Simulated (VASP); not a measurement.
# Si6Ni3B in VASP: single point with PBEsol

Aim: the single point of Si6Ni3B with PBEsol.

All numbers are computed with VASP 6.6.1; they aren't measurements. Logs are shortened: lines on timing, memory, paths and dates and some standing lists are left out, and cuts for length are marked.

## 1. The cell of the first run

The cell holds a slab with vacuum, 10 atoms: a = 3.812 Å, b = 3.812 Å, c = 26.782 Å, α = 90.00°, β = 90.00°, γ = 120.00°.

## 2. Single point, PBEsol

INCAR

```
SYSTEM = Si6Ni3B
ALGO     = Normal         ! electronic algorithm
DIPOL    = 0.5 0.5 0.483
EDIFF    = 1E-7           ! SCF threshold, eV
ENCUT    = 520            ! plane-wave cutoff, eV
GGA      = PS             ! functional
IDIPOL   = 3            
ISIF     = 2              ! what is computed and relaxed
ISMEAR   = 0              ! smearing method
LASPH    = .True.         ! aspherical terms in the spheres
LCHARG   = .True.         ! write CHGCAR
LDIPOL   = .True.       
LELF     = .True.         ! ELF
LREAL    = .False.        ! projectors in reciprocal space
LVACPOTAV= .True.       
LVHAR    = .True.       
LWAVE    = .False.        ! write WAVECAR
NBANDS   = 40             ! bands
NELM     = 80             ! most SCF steps
PREC     = Accurate       ! precision mode
SIGMA    = 0.1            ! smearing width, eV
```

KPOINTS

```
k-points
0
Gamma
  9 9 1
  0 0 0
```

POSCAR

```
Si6Ni3B
1.0
    3.8123023566      0.0000000000      0.0000000000
   -1.9061511783      3.3015506877      0.0000000000
    0.0000000000      0.0000000000     26.7818295990
Si Ni B
6 3 1
Direct
    0.0000000000      0.0000000000      0.3173793623
    0.3333333334      0.6666666667      0.3754921180
    0.6666666667      0.3333333333      0.4336048737
   -0.0033786485     -0.0067572971      0.4939500366
    0.3067837776      0.6135675553      0.5497096903
    0.4722517591     -0.0554964817      0.6367975346
    0.6666666667      0.3333333333      0.3464357401
    0.3341998152      0.6683996304      0.4619016085
   -0.0299358597     -0.0598717194      0.5773444546
    0.7875071067      0.5750142135      0.6345718005
```

Potentials or basis: VASP PAW PBE potentials, release 64 (Si, Ni, B).

On the command line:

```
$ cat potpaw_PBE.64/Si/POTCAR potpaw_PBE.64/Ni/POTCAR potpaw_PBE.64/B/POTCAR > POTCAR
$ mpirun -np 1 vasp_std > vasp.out
```

OUTCAR:

```text
SYSTEM = Si6Ni3B
   EDIFF = 1E-7
   ENCUT = 520
   GGA = PS
   ISIF = 2
   ISMEAR = 0
   LASPH = .True.
   LREAL = .False.
   NELM = 80
   PREC = Accurate

 ion  position               nearest neighbor table
   1  0.000  0.000  0.317-   7 2.33   7 2.33   7 2.33   2 2.70   2 2.70   2 2.70
   2  0.333  0.667  0.375-   8 2.31   7 2.33   7 2.33   7 2.33   3 2.70   1 2.70   1 2.70   1 2.70
                             3 2.70   3 2.70
   3  0.667  0.333  0.434-   8 2.32   8 2.33   8 2.33   7 2.33   2 2.70   2 2.70   2 2.70   4 2.71
                             4 2.74   4 2.74
   4  0.997  0.993  0.494-   9 2.24   8 2.35   8 2.35   8 2.39   5 2.53   3 2.71   5 2.73   5 2.73
                             3 2.74   3 2.74
   5  0.307  0.614  0.550-   9 2.31   9 2.31   9 2.34   8 2.36   4 2.53   6 2.58   4 2.73   4 2.73

   6  0.472  0.945  0.637-  10 2.08  10 2.26  10 2.26   9 2.48   9 2.48   5 2.58
   7  0.667  0.333  0.346-   1 2.33   1 2.33   1 2.33   2 2.33   2 2.33   2 2.33   3 2.33
   8  0.334  0.668  0.462-   2 2.31   3 2.32   3 2.33   3 2.33   4 2.35   4 2.35   5 2.36   4 2.39

   9  0.970  0.940  0.577-  10 1.95   4 2.24   5 2.31   5 2.31   5 2.34   6 2.48   6 2.48
  10  0.788  0.575  0.635-   9 1.95   6 2.08   6 2.26   6 2.26

  LATTYP: Found a hexagonal cell.
 ALAT       =     3.8123023566
 C/A-ratio  =     7.0251063777

  Lattice vectors:

 A1 = (   3.8123023566,   0.0000000000,   0.0000000000)
 A2 = (  -1.9061511783,   3.3015506877,   0.0000000000)
 A3 = (   0.0000000000,   0.0000000000,  26.7818295990)

Analysis of symmetry for initial positions (statically):
=====================================================================
 Subroutine PRICEL returns:
 Original cell was already a primitive cell.

 Routine SETGRP: Setting up the symmetry group for a
 hexagonal supercell.

 Subroutine GETGRP returns: Found  2 space group operations
 (whereof  2 operations were pure point group operations)
 out of a pool of 24 trial point group operations.

The static configuration has the point symmetry C_1h.

Analysis of symmetry for dynamics (positions and initial velocities):
=====================================================================
 Subroutine PRICEL returns:
 Original cell was already a primitive cell.

 Routine SETGRP: Setting up the symmetry group for a
 hexagonal supercell.

 Subroutine GETGRP returns: Found  2 space group operations
 (whereof  2 operations were pure point group operations)
 out of a pool of 24 trial point group operations.

The dynamic configuration has the point symmetry C_1h.

 Subroutine INISYM returns: Found  2 space group operations
 (whereof  2 operations are pure point group operations),
 and found     1 'primitive' translations

----------------------------------------------------------------------------------------

                                     Primitive cell

  volume of cell :     337.0898

  direct lattice vectors                    reciprocal lattice vectors
     3.812302357  0.000000000  0.000000000     0.262308680  0.151443987  0.000000000
    -1.906151178  3.301550688  0.000000000     0.000000000  0.302887974  0.000000000
     0.000000000  0.000000000 26.781829599     0.000000000  0.000000000  0.037338749

  length of vectors
     3.812302357  3.812302357 26.781829599     0.302887974  0.302887974  0.037338749

  position of ions in fractional coordinates (direct lattice)
     0.000000000  0.000000000  0.317379362
     0.333333333  0.666666667  0.375492118
     0.666666667  0.333333333  0.433604874
     0.996621352  0.993242703  0.493950037
     0.306783778  0.613567555  0.549709690
     0.472251759  0.944503518  0.636797535
     0.666666667  0.333333333  0.346435740
     0.334199815  0.668399630  0.461901608
     0.970064140  0.940128281  0.577344455
     0.787507107  0.575014213  0.634571800

  ion indices of the primitive-cell ions
   primitive index   ion index
                 1           1
                 2           2
                 3           3
                 4           4
                 5           5
                 6           6
                 7           7
                 8           8
                 9           9
                10          10

----------------------------------------------------------------------------------------

 KPOINTS: k-points

Automatic generation of k-mesh.
 Grid dimensions read from file:
 generate k-points for:    9    9    1

 Generating k-lattice:

  Cartesian coordinates                     Fractional coordinates (reciprocal lattice)
     0.029145409  0.016827110  0.000000000     0.111111111  0.000000000  0.000000000
     0.000000000  0.033654219  0.000000000     0.000000000  0.111111111  0.000000000
     0.000000000  0.000000000  0.037338749     0.000000000  0.000000000  1.000000000

  Length of vectors
     0.033654219  0.033654219  0.037338749

  Shift w.r.t. Gamma in fractional coordinates (k-lattice)
     0.000000000  0.000000000  0.000000000

 Subroutine IBZKPT returns following result:
 ===========================================

 Found     25 irreducible k-points:

 Following reciprocal coordinates:
            Coordinates               Weight
  0.000000  0.000000  0.000000      1.000000
  0.111111 -0.000000  0.000000      4.000000
  0.000000  0.111111  0.000000      2.000000
  0.222222 -0.000000  0.000000      4.000000
  0.000000  0.222222  0.000000      2.000000
  0.333333 -0.000000  0.000000      4.000000
[... 16 lines left out ...]
 -0.222222 -0.444444  0.000000      4.000000
  0.444444  0.333333  0.000000      4.000000
   k-points           NKPTS =     25   k-points in BZ     NKDIM =     25   number of bands    NBANDS=     40
   number of dos      NEDOS =    301   number of ions     NIONS =     10
   total plane-waves  NPLWV = 156800
   dimension x,y,z NGX =    28 NGY =   28 NGZ =  200
   dimension x,y,z NGXF=    56 NGYF=   56 NGZF=  400
   ions per type =               6   3   1
   NGX,Y,Z   is equivalent  to a cutoff of  12.21, 12.21, 12.41 a.u.
   NGXF,Y,Z  is equivalent  to a cutoff of  24.42, 24.42, 24.83 a.u.
 SYSTEM =  Si6Ni3B
   PREC   = accura    normal or accurate (medium, high low for compatibility)
   ISTART =      0    job   : 0-new  1-cont  2-samecut
   ICHARG =      2    charge: 1-file 2-atom 10-const
   ISPIN  =      1    spin polarized calculation?
   LNONCOLLINEAR =      F non collinear calculations
   LSORBIT =      F    spin-orbit coupling
   LASPH  =      T    aspherical Exc in radial PAW
   ENCUT  =  520.0 eV  38.22 Ry    6.18 a.u.   7.09  7.09 49.80*2*pi/ulx,y,z
   NELM   =     80;   NELMIN=  2; NELMDL= -5     # of ELM steps
   EDIFF  = 0.1E-06   stopping-criterion for ELM
   LREAL  =      F    real-space projection
   EDIFFG = 0.1E-05   stopping-criterion for IOM
   NSW    =      0    number of steps for IOM
   IBRION =     -1    ionic relax: 0-MD 1-quasi-New 2-CG
   NFREE  =      0    steps in history (QN), initial steepest desc. (CG)
   ISIF   =      2    stress and relaxation
   ISYM   =      2    0-nonsym 1-usesym 2-fastsym
   POTIM  = 0.5000    time-step for ionic-motion
   TEBEG  =    0.0;   TEEND  =   0.0 temperature during run
   PSTRESS=    0.0 pullay stress
   NELECT =      57.0000    total number of electrons
   NUPDOWN=      -1.0000    fix difference up-down
   EMIN   =  10.00;   EMAX   =-10.00  energy-range for DOS
   EFERMI =   0.00;   METHOD = LEGACY
   ISMEAR =     0;   SIGMA  =   0.10  broadening in eV -4-tet -1-fermi 0-gaus
   EFERMI_NEDOS =   21; number of points for ismear=-14 and -15
   IALGO  =     38    algorithm
   IMIX   =      4    mixing-type and parameters
     AMIX     =   0.40;   BMIX     =  1.00
     AMIX_MAG =   1.60;   BMIX_MAG =  1.00
  volume/ion in A,a.u.               =      33.71       227.48
  Fermi-wavevector in a.u.,A,eV,Ry     =   0.905283  1.710738 11.150494  0.819538
  Thomas-Fermi vector in A             =   2.028833
   LORBIT       =      0    0 simple, 1 ext, 2 COOP (PROOUT), +10 PAW based schemes
   GGA     = PS    functional components
   LHFCALC =     F    Hartree Fock is set to
   AEXX    =    0.0000 exact exchange contribution
   IVDW    =     0    specifies the selected vdW correction
   LEPSILON=     F    determine dielectric tensor
   LRPA    =     F    only Hartree local field effects (RPA)
 non-spin polarized calculation
 Gauss-broadening in eV      SIGMA  =   0.10
  energy-cutoff  :      520.00
  volume of cell :      337.09
 maximum number of plane-waves:      9099
   NGX = 15   NGY = 15   NGZ = 99

 dipolmoment           0.000000      0.000000     -0.010474 electrons x Angstroem

 number of electron      57.0000008 magnetization

 dipolmoment           0.000000      0.000000      0.013005 electrons x Angstroem

 Free energy of the ion-electron system (eV)
  ---------------------------------------------------
  ext. energy  EPLUGINS =         0.00000000
  ---------------------------------------------------
  free energy    TOTEN  =       -60.56678790 eV

  energy without entropy =      -60.54593352  energy(sigma->0) =      -60.55636071

 E-fermi :   0.7474     XC(G=0):  -5.1288

 val. band max:        0.7023367246   @ k =   0.3333  -0.0000   0.0000
 cond. band min:       0.7513072496   @ k =   0.0000   0.2222   0.0000
 fundamental gap:      0.0489705250
 Fermi energy:         0.7473728677

 k-point     1 :       0.0000    0.0000    0.0000
  band No.  band energies     occupation
      1     -12.4404      2.00000
      2     -11.3054      2.00000
      3     -10.2568      2.00000
      4      -8.4421      2.00000
      5      -6.2786      2.00000
      6      -4.4894      2.00000
[... 32 lines left out ...]
     39       4.2972      0.00000
[... 988 lines left out ...]
     39       5.9325      0.00000
     40       6.4142      0.00000

 [... further k-points ...]

------------------------ aborting loop because EDIFF is reached ----------------------------------------

  FORCE on cell =-STRESS in cart. coord.  units (eV):
  Direction    XX          YY          ZZ          XY          YZ          ZX
  --------------------------------------------------------------------------------------
  -------------------------------------------------------------------------------------
  Total       -8.8995996     -6.6810007     -1.2551873      0.0000000     -0.0870097      0.0000000
  in kB      -42.2995260    -31.7545929     -5.9658671      0.0000000     -0.4135544      0.0000000
  external PRESSURE =     -26.6733287 kB  Pullay stress =       0.0000000 kB

 VOLUME and BASIS-vectors are now :
 -----------------------------------------------------------------------------
  energy-cutoff  :      520.00
  volume of cell :      337.09
      direct lattice vectors                 reciprocal lattice vectors
     3.812302357  0.000000000  0.000000000     0.262308680  0.151443987  0.000000000
    -1.906151178  3.301550688  0.000000000     0.000000000  0.302887974  0.000000000
     0.000000000  0.000000000 26.781829599     0.000000000  0.000000000  0.037338749

 POSITION                                       TOTAL-FORCE (eV/Angst)
 -----------------------------------------------------------------------------------
      0.00000      0.00000      8.50000         0.000000     -0.024124      0.757841
      0.00000      2.20103     10.05637         0.000000      0.043568     -0.565819
      1.90615      1.10052     11.61273         0.000000     -0.048377     -0.156720
      1.90615      3.27924     13.22889        -0.000000      0.005211     -0.003584
     -0.00000      2.02572     14.72223        -0.000000      0.005308     -0.004857
     -0.00000      3.11833     17.05460        -0.000000     -0.024903      0.005221
      1.90615      1.10052      9.27818        -0.000000      0.025414     -0.058530
      0.00000      2.20676     12.37057        -0.000000      0.001146      0.010223
      1.90615      3.10388     15.46234        -0.000000      0.010222     -0.002203
      1.90615      1.89844     16.99499        -0.000000      0.006535      0.018429
 -----------------------------------------------------------------------------------
    total drift:                               -0.000002      0.000038     -0.001953

  FREE ENERGIE OF THE ION-ELECTRON SYSTEM (eV)
  ---------------------------------------------------
  free  energy   TOTEN  =       -60.5667879035 eV

  energy  without entropy=      -60.5459335158  energy(sigma->0) =      -60.55636071

 vacuum level on the upper side and lower side of the slab         5.489         5.302
```

Wall time 13 min (1 thread of AMD EPYC 9R45 (Zen 5), shared host); peak memory 0.54 GiB.

What came out:

* Free energy: -60.5668 eV
* Largest force: 0.758 eV/Å
* Band gap on the k mesh: zero (an odd number of electrons rules out a gap without spin polarisation)

Forces on the atoms (eV/Å):
```
Si   0.000 -0.024  0.758
Si   0.000  0.044 -0.566
Si   0.000 -0.048 -0.157
Si   0.000  0.005 -0.004
Si   0.000  0.005 -0.005
Si   0.000 -0.025  0.005
Ni   0.000  0.025 -0.059
Ni   0.000  0.001  0.010
Ni   0.000  0.010 -0.002
B    0.000  0.007  0.018
```

Caveat: the PAW data sets were made with another functional, which shifts forces and pressure a little. Spin polarisation is off, so any magnetic state and its effect on volume and gap are missing.
